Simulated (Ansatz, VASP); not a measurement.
## AlN in VASP and in Ansatz

INCAR

```
SYSTEM = AlN
PREC = Accurate
ENCUT = 520
EDIFF = 1E-7
ISMEAR = 0
SIGMA = 0.01
LREAL = .FALSE.
LASPH = .TRUE.
NELM = 100
ALGO = Normal
ISIF = 2
LWAVE = .FALSE.
LCHARG = .FALSE.
NBANDS = 16
```

KPOINTS

```
regular mesh
0
G
  9 9 6
  0 0 0
```

Contents of POSCAR:

```
AlN
1.0
    3.1135756528      0.0000000000      0.0000000000
   -1.5567878264      2.6964356119      0.0000000000
    0.0000000000      0.0000000000      4.9831268775
Al N
2 2
Direct
    0.3333333333      0.6666666667     -0.0442515433
    0.6666666667      0.3333333333      0.4557484567
    0.3333333333      0.6666666667      0.4262515433
    0.6666666667      0.3333333333      0.9262515433
```

Input for Ansatz:

```yaml
crystal:
  lattice:
    - [3.1135756528, 0.0, 0.0]
    - [-1.5567878264, 2.6964356119, 0.0]
    - [0.0, 0.0, 4.9831268775]
  atoms:
    - { symbol: Al, position: [0.3333333333, 0.6666666667, -0.0442515433] }
    - { symbol: Al, position: [0.6666666667, 0.3333333333, 0.4557484567] }
    - { symbol: "N", position: [0.3333333333, 0.6666666667, 0.4262515433] }
    - { symbol: "N", position: [0.6666666667, 0.3333333333, 0.9262515433] }
basis:
  ecutwfc: 420
  xc_grid: 2
kpoints:
  mp_grid: { grid: [9, 9, 6] }
hamiltonian:
  xc: lda
  pseudopotentials: { kind: paw, azcp: { folder: soft_1 } }
scf:
  occupations: { method: fixed }
output:
  forces: true
  stress: true
  eigenvalues: true
  polarization: {}
```

Change from the starting cell: polar distortion scaled by 0.25.

Alike in both runs: task single point; functional LDA; k mesh 9 × 9 × 6; no spin polarisation.

|  | VASP | Ansatz |
| --- | --- | --- |
| version | VASP 6.6.1 | Ansatz 0.2.0 |
| potentials or method | VASP PAW LDA potentials, release 64 (Al, N), cutoff 520 eV | scalar-relativistic, plane waves, PAW |
| occupations | gaussian, width 0.01 eV | fixed |
| valence electrons in the cell | 16 | 16 |

Ansatz gave:

| Property | Result |
| --- | --- |
| gap on the k mesh at the Fermi level (eV) | 2.87 |
| least direct gap on the mesh (eV) | 2.87 |
| pressure (GPa) | 2.4 |
| traceless stress, the component that is largest in VASP (GPa) | -17.01 |
| rms of the force components (eV/Å) | 0.469 |

**Question.** What did VASP give for the same quantities?

**Answer.** gap on the k mesh at the Fermi level (eV): 2.88; least direct gap on the mesh (eV): 2.88; pressure (GPa): 3.1; traceless stress, the component that is largest in VASP (GPa): -17.79; rms of the force components (eV/Å): 0.477.

Ansatz warns that its potentials were made for another functional, while VASP's fit it. LDA's correlation is that of Perdew and Zunger in VASP and of Perdew and Wang (1992) in Ansatz. Atom by atom the forces differ by 0.009 eV/Å (rms over components).
